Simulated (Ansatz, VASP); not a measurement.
Al2InAs3: VASP beside Ansatz

The input INCAR:

```
ALGO     = Normal         # electronic algorithm
EDIFF    = 1E-7           # SCF threshold, eV
ENCUT    = 520            # plane-wave cutoff, eV
GGA      = PE             # functional
ISIF     = 2              # what is computed and relaxed
ISMEAR   = 0              # smearing method
LASPH    = T              # aspherical terms in the spheres
LCHARG   = F              # write CHGCAR
LREAL    = F              # projectors in reciprocal space
LWAVE    = F              # write WAVECAR
NBANDS   = 26             # bands
NELM     = 60             # most SCF steps
PREC     = Accurate       # precision mode
SIGMA    = 0.1            # smearing width, eV
```

The input KPOINTS:

```
k-points
0
Gamma
  6 6 2
```

File POSCAR:

```
Al2InAs3
1.0
    4.1554142000      0.0000000000      0.0000000000
   -2.0777071000      3.5986943000      0.0000000000
    0.0000000000      0.0000000000     10.1899816000
Al In As
2 1 3
Direct
    0.0000000000      0.0000000000      0.0067530000
    0.6666667000      0.3333333000      0.3272110000
    0.3333333000      0.6666667000      0.6649550000
    0.0000000000      0.0000000000      0.7648440000
    0.3333333000      0.6666667000      0.4030270000
    0.6666667000      0.3333333000      0.0832100000
```

Input for Ansatz:

```yaml
crystal:
  lattice:
    - [4.1554142, 0.0, 0.0]
    - [-2.0777071, 3.5986943, 0.0]
    - [0.0, 0.0, 10.1899816]
  atoms:
    - { symbol: Al, position: [0.0, 0.0, 0.006753] }
    - { symbol: Al, position: [0.6666667, 0.3333333, 0.327211] }
    - { symbol: In, position: [0.3333333, 0.6666667, 0.664955] }
    - { symbol: As, position: [0.0, 0.0, 0.764844] }
    - { symbol: As, position: [0.3333333, 0.6666667, 0.403027] }
    - { symbol: As, position: [0.6666667, 0.3333333, 0.08321] }
basis:
  ecutwfc: 420
kpoints:
  mp_grid: { grid: [6, 6, 2] }
hamiltonian:
  xc: pbe
scf:
  occupations: { method: gaussian, width: 0.1 }
  lower_state_search: "off"
output:
  forces: true
  stress: true
  eigenvalues: true
```

Alike in both runs: task single point; functional PBE; k mesh 6 × 6 × 2; occupations gaussian, width 0.1 eV; no spin polarisation.

```csv
,VASP,Ansatz
version,VASP 6.6.1,Ansatz 0.2.0
potentials or method,"VASP PAW PBE potentials, release 64 (Al, In_d, As), cutoff 520 eV","scalar-relativistic, plane waves, PAW"
valence electrons in the cell,34,64
```

VASP gave:

```
gap on the k mesh at the Fermi level (eV) : 0.65
least direct gap on the mesh (eV)         : 0.65
pressure (GPa)                            : 0.1
```

Q: Estimate Ansatz's values.

A: gap on the k mesh at the Fermi level (eV): 0.65; least direct gap on the mesh (eV): 0.65; pressure (GPa): 0.0.

The functional is the same, so the differences come from potentials, cutoffs and numerics. VASP's potentials hold 34 valence electrons a cell and Ansatz's 64, so a difference there can come from the potentials and not from the codes.
